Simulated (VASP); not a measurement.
# C (R-3m) in VASP: further runs

C is run at these levels: r2SCAN; tasks: single point.

Everything below comes from runs of VASP 6.6.1. Logs are shortened: lines on timing, memory, paths and dates and some standing lists are left out, and cuts for length are marked.

## Step 1: The cell of the first run

Symmetry: R-3m, No. 166, trigonal system. The conventional cell has a = 3.178 Å, b = 3.178 Å, c = 3.892 Å, α = 90.00°, β = 90.00°, γ = 120.00°. Within 1.3 Å of C (site symmetry 3m) lie 1 C at 0.97 Å.

## Step 2: Single point, r2SCAN

Contents of POSCAR:

```
C
1.0
   -0.7489810668      1.4979621336      1.4979621336
    1.4979621336     -0.7489810668      1.4979621336
    1.4979621336      1.4979621336     -0.7489810668
C
2
Direct
    0.5000000000      0.5000000000      0.5000000000
    0.7500000000      0.7500000000      0.7500000000
```

Contents of INCAR.step1:

```
SYSTEM = C
ALGO = Normal
EDIFF = 1E-4
ENCUT = 520
GGA = PE
ISMEAR = 0
LASPH = .TRUE.
LCHARG = .FALSE.
LREAL = .FALSE.
LWAVE = .TRUE.
NBANDS = 11
NELM = 80
PREC = Accurate
SIGMA = 0.05
```

Contents of INCAR.step2:

```
SYSTEM = C
ALGO = Normal
EDIFF = 1E-6
ENCUT = 520
ISIF = 2
ISMEAR = 0
ISTART = 1
LASPH = .TRUE.
LCHARG = .FALSE.
LMIXTAU = .TRUE.
LREAL = .FALSE.
LWAVE = .FALSE.
METAGGA = R2SCAN
NBANDS = 11
NELM = 80
PREC = Accurate
SIGMA = 0.05
```

Contents of KPOINTS:

```
k-points
0
G
  12 12 12
  0 0 0
```

Potentials or basis: VASP PAW PBE potentials, release 64 (C).

Launch:

```console
$ cat potpaw_PBE.64/C/POTCAR > POTCAR
$ cp INCAR.step1 INCAR
$ mpirun -np 1 vasp_std > vasp.out
$ cp INCAR.step2 INCAR
$ mpirun -np 1 vasp_std > vasp.out
```

OUTCAR:

```text
SYSTEM = C
   EDIFF = 1E-6
   ENCUT = 520
   ISIF = 2
   ISMEAR = 0
   ISTART = 1
   LASPH = .TRUE.
   LREAL = .FALSE.
   METAGGA = R2SCAN
   NELM = 80
   PREC = Accurate

 ion  position               nearest neighbor table
   1  0.500  0.500  0.500-   2 0.97   2 1.86   2 1.86   2 1.86
   2  0.750  0.750  0.750-   1 0.97   1 1.86   1 1.86   1 1.86

 -----------------------------------------------------------------------------
|                                                                             |
|           W    W    AA    RRRRR   N    N  II  N    N   GGGG   !!!           |
|           W    W   A  A   R    R  NN   N  II  NN   N  G    G  !!!           |
|           W    W  A    A  R    R  N N  N  II  N N  N  G       !!!           |
|           W WW W  AAAAAA  RRRRR   N  N N  II  N  N N  G  GGG   !            |
|           WW  WW  A    A  R   R   N   NN  II  N   NN  G    G                |
|           W    W  A    A  R    R  N    N  II  N    N   GGGG   !!!           |
|                                                                             |
|     The distance between some ions is very small. Please check the          |
|     nearest-neighbor list in the OUTCAR file.                               |
|     I HOPE YOU KNOW WHAT YOU ARE DOING!                                     |
|                                                                             |
 -----------------------------------------------------------------------------

  LATTYP: Found a simple cubic cell.
 ALAT       =     2.2469432004

  Lattice vectors:

 A1 = (  -0.7489810668,   1.4979621336,   1.4979621336)
 A2 = (   1.4979621336,  -0.7489810668,   1.4979621336)
 A3 = (   1.4979621336,   1.4979621336,  -0.7489810668)

Analysis of symmetry for initial positions (statically):
=====================================================================
 Subroutine PRICEL returns:
 Original cell was already a primitive cell.

 Routine SETGRP: Setting up the symmetry group for a
 simple cubic supercell.

 Subroutine GETGRP returns: Found 12 space group operations
 (whereof  6 operations were pure point group operations)
 out of a pool of 48 trial point group operations.

The static configuration has the point symmetry C_3v.
 The point group associated with its full space group is D_3d.

Analysis of symmetry for dynamics (positions and initial velocities):
=====================================================================
 Subroutine PRICEL returns:
 Original cell was already a primitive cell.

 Routine SETGRP: Setting up the symmetry group for a
 simple cubic supercell.

 Subroutine GETGRP returns: Found 12 space group operations
 (whereof  6 operations were pure point group operations)
 out of a pool of 48 trial point group operations.

The dynamic configuration has the point symmetry C_3v.
 The point group associated with its full space group is D_3d.

 Subroutine INISYM returns: Found 12 space group operations
 (whereof  6 operations are pure point group operations),
 and found     1 'primitive' translations

----------------------------------------------------------------------------------------

                                     Primitive cell

  volume of cell :      11.3443

  direct lattice vectors                    reciprocal lattice vectors
    -0.748981067  1.497962134  1.497962134    -0.148349693  0.296699385  0.296699385
     1.497962134 -0.748981067  1.497962134     0.296699385 -0.148349693  0.296699385
     1.497962134  1.497962134 -0.748981067     0.296699385  0.296699385 -0.148349693

  length of vectors
     2.246943200  2.246943200  2.246943200     0.445049078  0.445049078  0.445049078

  position of ions in fractional coordinates (direct lattice)
     0.500000000  0.500000000  0.500000000
     0.750000000  0.750000000  0.750000000

  ion indices of the primitive-cell ions
   primitive index   ion index
                 1           1
                 2           2

----------------------------------------------------------------------------------------

 KPOINTS: k-points

Automatic generation of k-mesh.
 Grid dimensions read from file:
 generate k-points for:   12   12   12

 Generating k-lattice:

  Cartesian coordinates                     Fractional coordinates (reciprocal lattice)
    -0.012362474  0.024724949  0.024724949     0.083333333  0.000000000  0.000000000
     0.024724949 -0.012362474  0.024724949     0.000000000  0.083333333  0.000000000
     0.024724949  0.024724949 -0.012362474     0.000000000  0.000000000  0.083333333

  Length of vectors
     0.037087423  0.037087423  0.037087423

  Shift w.r.t. Gamma in fractional coordinates (k-lattice)
     0.000000000  0.000000000  0.000000000

 Subroutine IBZKPT returns following result:
 ===========================================

 Found    189 irreducible k-points:

 Following reciprocal coordinates:
            Coordinates               Weight
  0.000000  0.000000  0.000000      1.000000
  0.083333  0.000000  0.000000      6.000000
  0.166667  0.000000  0.000000      6.000000
  0.250000  0.000000  0.000000      6.000000
  0.333333  0.000000  0.000000      6.000000
  0.416667  0.000000  0.000000      6.000000
[... 16 lines left out ...]
  0.333333  0.166667  0.000000     12.000000
 -0.166667  0.333333 -0.000000     12.000000
 [... further k-points ...]
   k-points           NKPTS =    189   k-points in BZ     NKDIM =    189   number of bands    NBANDS=     11
   number of dos      NEDOS =    301   number of ions     NIONS =      2
   total plane-waves  NPLWV =   5832
   dimension x,y,z NGX =    18 NGY =   18 NGZ =   18
   dimension x,y,z NGXF=    36 NGYF=   36 NGZF=   36
   ions per type =               2
   NGX,Y,Z   is equivalent  to a cutoff of  13.32, 13.32, 13.32 a.u.
   NGXF,Y,Z  is equivalent  to a cutoff of  26.64, 26.64, 26.64 a.u.
 SYSTEM =  C
   PREC   = accura    normal or accurate (medium, high low for compatibility)
   ISTART =      1    job   : 0-new  1-cont  2-samecut
   ICHARG =      0    charge: 1-file 2-atom 10-const
   ISPIN  =      1    spin polarized calculation?
   LNONCOLLINEAR =      F non collinear calculations
   LSORBIT =      F    spin-orbit coupling
   LASPH  =      T    aspherical Exc in radial PAW
   ENCUT  =  520.0 eV  38.22 Ry    6.18 a.u.   4.18  4.18  4.18*2*pi/ulx,y,z
   NELM   =     80;   NELMIN=  2; NELMDL=  0     # of ELM steps
   EDIFF  = 0.1E-05   stopping-criterion for ELM
   LREAL  =      F    real-space projection
   EDIFFG = 0.1E-04   stopping-criterion for IOM
   NSW    =      0    number of steps for IOM
   IBRION =     -1    ionic relax: 0-MD 1-quasi-New 2-CG
   NFREE  =      0    steps in history (QN), initial steepest desc. (CG)
   ISIF   =      2    stress and relaxation
   ISYM   =      2    0-nonsym 1-usesym 2-fastsym
   POTIM  = 0.5000    time-step for ionic-motion
   TEBEG  =    0.0;   TEEND  =   0.0 temperature during run
   PSTRESS=    0.0 pullay stress
   NELECT =       8.0000    total number of electrons
   NUPDOWN=      -1.0000    fix difference up-down
   EMIN   =  10.00;   EMAX   =-10.00  energy-range for DOS
   EFERMI =   0.00;   METHOD = LEGACY
   ISMEAR =     0;   SIGMA  =   0.05  broadening in eV -4-tet -1-fermi 0-gaus
   EFERMI_NEDOS =   21; number of points for ismear=-14 and -15
   IALGO  =     38    algorithm
   IMIX   =      4    mixing-type and parameters
     AMIX     =   0.40;   BMIX     =  1.00
     AMIX_MAG =   1.60;   BMIX_MAG =  1.00
  volume/ion in A,a.u.               =       5.67        38.28
  Fermi-wavevector in a.u.,A,eV,Ry     =   1.457178  2.753668 28.890189  2.123369
  Thomas-Fermi vector in A             =   2.574010
   LORBIT       =      0    0 simple, 1 ext, 2 COOP (PROOUT), +10 PAW based schemes
   METAGGA = R2SCAN    functional components
   LHFCALC =     F    Hartree Fock is set to
   AEXX    =    0.0000 exact exchange contribution
   IVDW    =     0    specifies the selected vdW correction
   LEPSILON=     F    determine dielectric tensor
   LRPA    =     F    only Hartree local field effects (RPA)
 non-spin polarized calculation
 Gauss-broadening in eV      SIGMA  =   0.05
  energy-cutoff  :      520.00
  volume of cell :       11.34
 maximum number of plane-waves:       320
 NGX is ok and might be reduce to    18

 number of electron       8.0000002 magnetization

 Free energy of the ion-electron system (eV)
  ---------------------------------------------------
  ext. energy  EPLUGINS =         0.00000000
  ---------------------------------------------------
  free energy    TOTEN  =        -4.84181501 eV

  energy without entropy =       -4.84102255  energy(sigma->0) =       -4.84141878

 E-fermi :   9.5298     XC(G=0): -14.0641

 val. band max:        9.5162781106   @ k =  -0.1667   0.4167   0.0000
 cond. band min:       9.5697042468   @ k =   0.4167   0.3333   0.1667
 fundamental gap:      0.0534261362
 Fermi energy:         9.5298414301

 k-point     1 :       0.0000    0.0000    0.0000
  band No.  band energies     occupation
      1     -14.1588      2.00000
      2       3.2577      2.00000
      3       8.8151      2.00000
      4       8.8151      2.00000
      5      11.8814      0.00000
      6      13.1571      0.00000
      7      13.1571      0.00000
      8      34.8579      0.00000
      9      38.2352      0.00000
     10      38.2352      0.00000
     11      44.3091      0.00000

 k-point     2 :       0.0833    0.0000    0.0000
  band No.  band energies     occupation
      1     -14.0154      2.00000
      2       2.9327      2.00000
      3       7.8339      2.00000
      4       8.9113      2.00000
      5      11.3180      0.00000
      6      13.2745      0.00000
      7      15.1960      0.00000
      8      34.3181      0.00000
      9      37.8680      0.00000
     10      37.9801      0.00000
     11      42.2925      0.00000
[... 295 lines left out ...]
 k-point    24 :      -0.1667    0.3333   -0.0000
  band No.  band energies     occupation
      1     -11.5018      2.00000
      2      -2.1235      2.00000
      3       4.1212      2.00000
      4       9.4390      1.98978
      5      11.5269      0.00000
      6      16.2748      0.00000
      7      22.3421      0.00000
      8      28.2322      0.00000
      9      32.8144      0.00000
     10      37.4003      0.00000
     11      39.0818      0.00000

 [... further k-points ...]
[... 5 lines left out ...]
  --------------------------------------------------------------------------------------
  -------------------------------------------------------------------------------------
  Total       24.0539873     24.0539873     24.0539873     21.5512286     21.5512286     21.5512286
  in kB     3397.2020443   3397.2020443   3397.2020443   3043.7314555   3043.7314555   3043.7314555
  external PRESSURE =    3397.2020443 kB  Pullay stress =       0.0000000 kB

 VOLUME and BASIS-vectors are now :
 -----------------------------------------------------------------------------
  energy-cutoff  :      520.00
  volume of cell :       11.34
      direct lattice vectors                 reciprocal lattice vectors
    -0.748981067  1.497962134  1.497962134    -0.148349693  0.296699385  0.296699385
     1.497962134 -0.748981067  1.497962134     0.296699385 -0.148349693  0.296699385
     1.497962134  1.497962134 -0.748981067     0.296699385  0.296699385 -0.148349693

 POSITION                                       TOTAL-FORCE (eV/Angst)
 -----------------------------------------------------------------------------------
      1.12347      1.12347      1.12347       -33.037956    -33.037956    -33.037956
      1.68521      1.68521      1.68521        33.037956     33.037956     33.037956
 -----------------------------------------------------------------------------------
    total drift:                                0.000000      0.000000      0.000000

  FREE ENERGIE OF THE ION-ELECTRON SYSTEM (eV)
  ---------------------------------------------------
  free  energy   TOTEN  =        -4.8418150099 eV

  energy  without entropy=       -4.8410225518  energy(sigma->0) =       -4.84141878
```

Wall time 2.1 min (1 thread of Intel Xeon 8259CL, shared host); peak memory 0.13 GiB.

What came out:

- Free energy: -4.8418 eV
- Pressure: 339.7 GPa
- Largest force: 57.223 eV/Å
- Band gap on the k mesh: zero (band 4 reaches 10.56 eV, above the bottom of band 5 at 8.88 eV)

Forces in eV/Å, atoms in the order of the input:
```
C   -33.038 -33.038 -33.038
C    33.038  33.038  33.038
```

Caveat: the PAW data sets were made with another functional, which shifts forces and pressure a little.

## Step 3: Single point, r2SCAN

This run uses another cell than the first one, of the same volume but with other edges.

Contents of POSCAR:

```
C
1.0
    0.9436570120      2.3591425301      2.3591425301
    2.3591425301      0.9436570120      2.3591425301
    2.3591425301      2.3591425301      0.9436570120
C
2
Direct
    0.5000000000      0.5000000000      0.5000000000
    0.7500000000      0.7500000000      0.7500000000
```

Contents of INCAR.step1:

```
PREC = Accurate
ENCUT = 520
ISMEAR = 0
SIGMA = 0.05
LREAL = F
LASPH = T
NELM = 60
NBANDS = 11
GGA = PE
ALGO = Normal
EDIFF = 1E-4
LWAVE = T
LCHARG = F
```

Contents of INCAR.step2:

```
PREC = Accurate
ENCUT = 520
EDIFF = 1E-6
ISMEAR = 0
SIGMA = 0.05
LREAL = F
LASPH = T
NELM = 60
ALGO = Normal
ISIF = 2
LWAVE = F
LCHARG = F
METAGGA = R2SCAN
LMIXTAU = T
NBANDS = 11
ISTART = 1
```

Contents of KPOINTS:

```
regular mesh
0
Gamma
  12 12 12
```

Potentials or basis: VASP PAW PBE potentials, release 64 (C).

Launch:

```console
$ cat potpaw_PBE.64/C/POTCAR > POTCAR
$ cp INCAR.step1 INCAR
$ mpirun -np 1 vasp_std > vasp.out
$ cp INCAR.step2 INCAR
$ mpirun -np 1 vasp_std > vasp.out
```

Wall time 5.9 min (1 thread of Intel Xeon 8259CL, shared host); peak memory 0.16 GiB.

The run converged. Its results:

- Free energy: -11.3047 eV
- Pressure: 151.6 GPa
- Largest force: 0.567 eV/Å
- Band gap on the k mesh: zero (band 4 reaches 14.04 eV, above the bottom of band 5 at 6.92 eV)

Forces on the atoms (eV/Å):
```
C   -0.328 -0.328 -0.328
C    0.328  0.328  0.328
```

Stress tensor (GPa, compression positive):
```
 151.58 -105.35 -105.35
-105.35  151.58 -105.35
-105.35 -105.35  151.58
```

Levels at points of the mesh, in eV from the Fermi level:
```tsv
k point	band 1	band 2	band 3	band 4	band 5	band 6	band 7	band 8	band 9
(0.00, 0.00, 0.00)	-26.19	-10.06	-6.19	4.57	4.57	12.82	12.82	22.29	25.15
(0.50, 0.00, 0.00)	-16.40	-16.16	-2.52	-1.82	-0.96	9.04	10.84	14.08	16.33
(0.50, 0.50, 0.00)	-16.35	-15.95	-4.35	-1.96	-0.35	8.09	14.15	15.01	19.73
(0.50, 0.50, 0.50)	-25.81	-14.03	1.30	4.46	4.46	13.05	13.05	14.01	25.87
```

Caveat: the PAW data sets were made with another functional, which shifts forces and pressure a little.

## Step 4: Single point, r2SCAN

This run uses another cell than the first one, of the same volume but with other edges.

Contents of POSCAR:

```
C
1.0
   -0.3864880333      1.6125880011      1.6125880011
    1.6125880011     -0.3864880333      1.6125880011
    1.6125880011      1.6125880011     -0.3864880333
C
2
Direct
    0.5000000000      0.5000000000      0.5000000000
    0.7500000000      0.7500000000      0.7500000000
```

Contents of INCAR.step1:

```
PREC     = Accurate       # precision mode
ENCUT    = 520            # plane-wave cutoff, eV
ISMEAR   = 0              # smearing method
SIGMA    = 0.05           # smearing width, eV
LREAL    = False          # projectors in reciprocal space
LASPH    = True           # aspherical terms in the spheres
NELM     = 100            # most SCF steps
NBANDS   = 11             # bands
GGA      = PE             # functional
ALGO     = Normal         # electronic algorithm
EDIFF    = 1E-4           # SCF threshold, eV
LWAVE    = True           # write WAVECAR
LCHARG   = False          # write CHGCAR
```

Contents of INCAR.step2:

```
PREC     = Accurate       # precision mode
ENCUT    = 520            # plane-wave cutoff, eV
EDIFF    = 1E-7           # SCF threshold, eV
ISMEAR   = 0              # smearing method
SIGMA    = 0.05           # smearing width, eV
LREAL    = False          # projectors in reciprocal space
LASPH    = True           # aspherical terms in the spheres
NELM     = 100            # most SCF steps
ALGO     = Normal         # electronic algorithm
ISIF     = 2              # what is computed and relaxed
LWAVE    = False          # write WAVECAR
LCHARG   = False          # write CHGCAR
METAGGA  = R2SCAN         # meta-GGA
LMIXTAU  = True         
NBANDS   = 11             # bands
ISTART   = 1
```

Contents of KPOINTS:

```
Automatic mesh
0
Gamma
  12 12 12
```

Launch:

```console
$ cat potpaw_PBE.64/C/POTCAR > POTCAR
$ cp INCAR.step1 INCAR
$ mpirun -np 1 vasp_std > vasp.out
$ cp INCAR.step2 INCAR
$ mpirun -np 1 vasp_std > vasp.out
```

Run time: 2.2 min. Hardware: 1 thread of Intel Xeon 8259CL, shared host; peak memory 0.13 GiB.

It converged, with:

```
Free energy            : -15.9746 eV
Pressure               : 80.8 GPa
Largest force          : 10.218 eV/Å
Band gap on the k mesh : 0.18 eV, indirect (least direct gap 1.49 eV)
```

Forces in eV/Å, atoms in the order of the input:
```
C   -5.899 -5.899 -5.899
C    5.899  5.899  5.899
```

Stress tensor (GPa, compression positive):
```
 80.82 158.26 158.26
158.26  80.82 158.26
158.26 158.26  80.82
```

Levels at points of the mesh, in eV from the valence-band top:
| k point | band 1 | band 2 | band 3 | band 4 | band 5 | band 6 | band 7 | band 8 |
| --- | --- | --- | --- | --- | --- | --- | --- | --- |
| (0.00, 0.00, 0.00) | -24.08 | -3.62 | 0.00 | 0.00 | 1.49 | 1.49 | 4.22 | 20.87 |
| (0.50, 0.00, 0.00) | -19.70 | -15.06 | -4.01 | -0.91 | 4.66 | 6.23 | 15.14 | 16.02 |
| (0.50, 0.50, 0.00) | -16.73 | -12.96 | -10.14 | -4.00 | 0.18 | 8.38 | 13.80 | 16.05 |
| (0.50, 0.50, 0.50) | -15.78 | -11.95 | -7.12 | -7.12 | 1.32 | 5.63 | 5.63 | 12.34 |

Caveat: the PAW data sets were made with another functional, which shifts forces and pressure a little.

## Step 5: The runs side by side

| cell | gap on the mesh (eV) | pressure (GPa) | largest force (eV/Å) |
| --- | --- | --- | --- |
| a = 2.247 Å, 2 atoms | none | 339.7 | 57.22 |
| a = 3.467 Å, angles 33.6°, 2 atoms | none | 151.6 | 0.57 |
| a = 2.313 Å, angles 75.3°, 2 atoms | 0.18 | 80.8 | 10.22 |

Alike in all rows: task single point; level r2SCAN; potentials or basis VASP PAW PBE potentials, release 64 (C); no spin polarisation; k mesh 12 × 12 × 12; cutoff (eV) 520; smearing gaussian 0.05 eV.

Caveats: the PAW data sets were made with another functional, which shifts forces and pressure a little.

Absolute energies hang on the potentials; compare differences alone.
